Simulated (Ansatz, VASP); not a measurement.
**One calculation of Ga2SnO4, two programs**

```
CELL_PARAMETERS angstrom
0.00000 5.00572 5.30687
2.70937 0.00000 5.30687
2.70937 5.00572 0.00000
ATOMIC_POSITIONS crystal
Ga 0.25000 0.25000 0.25000
Ga 0.75000 0.75000 0.75000
Sn 0.00000 0.00000 0.00000
O 0.99846 0.31915 0.68085
O 0.31915 0.99846 0.00154
O 0.68085 0.00154 0.99846
O 0.00154 0.68085 0.31915
```

Alike in both runs: functional PBE; k mesh 3 × 3 × 3; occupations gaussian, width 0.15 eV; no spin polarisation.

Ansatz relaxed the structure, and its values are those at the end. VASP's run is a single point on that final structure, the one shown.

|  | VASP | Ansatz |
| --- | --- | --- |
| version | VASP 6.6.1 | Ansatz 0.2.0 |
| potentials or method | VASP PAW PBE potentials, release 64 (Ga_d, Sn_d, O), cutoff 520 eV | scalar-relativistic, plane waves, PAW |
| valence electrons in the cell | 64 | 64 |

|  | VASP | Ansatz | Ansatz less VASP |
| --- | --- | --- | --- |
| gap on the k mesh at the Fermi level (eV) | 1.12 | 1.13 | +0.010 |
| least direct gap on the mesh (eV) | 1.42 | 1.43 | +0.009 |
| pressure (GPa) | 0.3 | 0.1 | -0.24 |
| rms of the force components (eV/Å) | 0.034 | 0.005 | -0.0286 |

The k mesh is coarse, so the values compare programs but aren't converged.
